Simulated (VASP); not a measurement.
Mg:

```
CELL_PARAMETERS angstrom
3.21006 0.00000 0.00000
-1.60503 2.78000 0.00000
0.00000 0.00000 5.13793
ATOMIC_POSITIONS crystal
Mg 0.33333 0.66667 0.25000
Mg 0.66667 0.33333 0.75000
```

* Program: VASP 6.6.1
* Task: relaxation of cell and atoms
* Functional: LDA
* Potentials or basis: VASP PAW LDA potentials, release 64 (Mg)
* Cutoff: 600 eV
* k mesh: 15 × 15 × 8
* Occupations: gaussian, width 0.1 eV
* Spin: no spin polarisation

At the start: pressure -2.4 GPa; volume 22.93 Å³/atom.

**Question.** How do energy, volume and symmetry change on relaxing?

**Answer.** Over 5 steps the energy falls by 11.9 meV/atom and the volume is 21.42 Å³/atom (-6.5 %); space group P6_3/mmc (No. 194, to 0.05 Å).

Step by step:
| step | energy change (eV) | largest force (eV/Å) | pressure (GPa) | volume (Å³) |
| --- | --- | --- | --- | --- |
| 1 | 0.0000 | 0.0000 | -2.40 | 45.85 |
| 2 | -0.0222 | 0.0000 | -0.69 | 43.61 |
| 3 | -0.0238 | 0.0000 | -0.03 | 42.88 |
| 4 | -0.0238 | 0.0000 | 0.03 | 42.82 |
| 5 | -0.0238 | 0.0000 | 0.00 | 42.85 |

Final structure:
```
Mg
1.0
     3.13848    0.00000    0.00000
    -1.56924    2.71801    0.00000
     0.00000    0.00000    5.02292
Mg
2
Direct
  0.33333 0.66667 0.25000
  0.66667 0.33333 0.75000
```
